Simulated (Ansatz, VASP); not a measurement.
One calculation of N, two programs

```
N
1.0
     4.39086    0.00000    0.00000
     0.00000    4.39086    0.00000
     0.00000    0.00000    5.71407
N
4
Direct
  0.91145 0.91145 0.00000
  0.58855 0.41145 0.50000
  0.08855 0.08855 0.00000
  0.41145 0.58855 0.50000
```

Alike in both runs: task relaxation of cell and atoms; functional PBEsol; k mesh 6 × 6 × 4; occupations gaussian, width 0.02 eV; no spin polarisation.

|  | VASP | Ansatz |
| --- | --- | --- |
| version | VASP 6.6.1 | Ansatz 0.2.0 |
| potentials or method | VASP PAW PBE potentials, release 64 (N), cutoff 600 eV | scalar-relativistic, plane waves, PAW |
| valence electrons in the cell | 20 | 20 |

|  | VASP | Ansatz | Ansatz less VASP |
| --- | --- | --- | --- |
| gap on the k mesh at the Fermi level, each at its own relaxed structure (eV) | 6.91 | 7.34 | +0.426 |
| relaxed volume (Å³/atom) | 23.83 | 27.54 | +3.710 |
| relaxed cell length with the largest relative difference (Å) | 4.172 | 4.391 | +0.2191 |

VASP's potentials were made for PBE, not for PBEsol. One of these differences is far larger than is usual between the two programs; its cause wasn't traced.

Noted on VASP's run: the standard files for N, O and F lose accuracy on very short bonds.
